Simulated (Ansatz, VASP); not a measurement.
**Two plane-wave programs on Zr3SN4**

The input INCAR:

```
ALGO = Normal
EDIFF = 1E-6
EDIFFG = -0.04
ENCUT = 600
GGA = PE
IBRION = 2
ISIF = 3
ISMEAR = 0
LASPH = T
LCHARG = F
LREAL = F
LWAVE = F
NELM = 60
NSW = 90
PREC = Accurate
SIGMA = 0.1
```

KPOINTS

```
k-points
0
Gamma
  4 4 4
```

The input POSCAR:

```
Zr3SN4
1.0
    5.0175429200      0.0000000000      0.0000000000
    0.0000000000      5.0175429200      0.0000000000
    0.0000000000      0.0000000000      5.0175429200
Zr S N
3 1 4
Direct
    0.0000000000      0.5000000000      0.5000000000
    0.5000000000      0.5000000000      0.0000000000
    0.5000000000      0.0000000000      0.5000000000
    0.0000000000      0.0000000000      0.0000000000
    0.7623949100      0.7623949100      0.2376050900
    0.7623949100      0.2376050900      0.7623949100
    0.2376050900      0.7623949100      0.7623949100
    0.2376050900      0.2376050900      0.2376050900
```

Input for Ansatz:

```yaml
crystal:
  lattice:
    - [5.01754292, 0.0, 0.0]
    - [0.0, 5.01754292, 0.0]
    - [0.0, 0.0, 5.01754292]
  atoms:
    - { symbol: Zr, position: [0.0, 0.5, 0.5] }
    - { symbol: Zr, position: [0.5, 0.5, 0.0] }
    - { symbol: Zr, position: [0.5, 0.0, 0.5] }
    - { symbol: S, position: [0.0, 0.0, 0.0] }
    - { symbol: "N", position: [0.76239491, 0.76239491, 0.23760509] }
    - { symbol: "N", position: [0.76239491, 0.23760509, 0.76239491] }
    - { symbol: "N", position: [0.23760509, 0.76239491, 0.76239491] }
    - { symbol: "N", position: [0.23760509, 0.23760509, 0.23760509] }
basis:
  ecutwfc: 420
kpoints:
  mp_grid: { grid: [4, 4, 4] }
hamiltonian:
  xc: pbe
scf:
  occupations: { method: gaussian, width: 0.1 }
  lower_state_search: "off"
output:
  forces: true
  stress: true
  eigenvalues: true
relax:
  adjacent_minimum: "off"
  f_tol: 0.04
  max_steps: 70
  cell: { stress_tol: 0.4 }
```

Change from the starting cell: species swapped into the ZnCd3Se4 type (P-43m, No. 215).

Alike in both runs: task relaxation of cell and atoms; functional PBE; k mesh 4 × 4 × 4; occupations gaussian, width 0.1 eV; no spin polarisation.

```csv
,VASP,Ansatz
version,VASP 6.6.1,Ansatz 0.2.0
potentials or method,"VASP PAW PBE potentials, release 64 (Zr_sv, S, N), cutoff 600 eV","scalar-relativistic, plane waves, PAW"
valence electrons in the cell,62,62
```

```csv
,VASP,Ansatz,Ansatz less VASP
"gap on the k mesh at the Fermi level, each at its own relaxed structure (eV)",none,none,-
relaxed volume (Å³/atom),16.23,16.19,-0.041
relaxed length of the cell vector where the two differ most in proportion (Å),5.064,5.060,-0.0043
```

A gap of «none» marks a metal or a gap that the smearing closes.
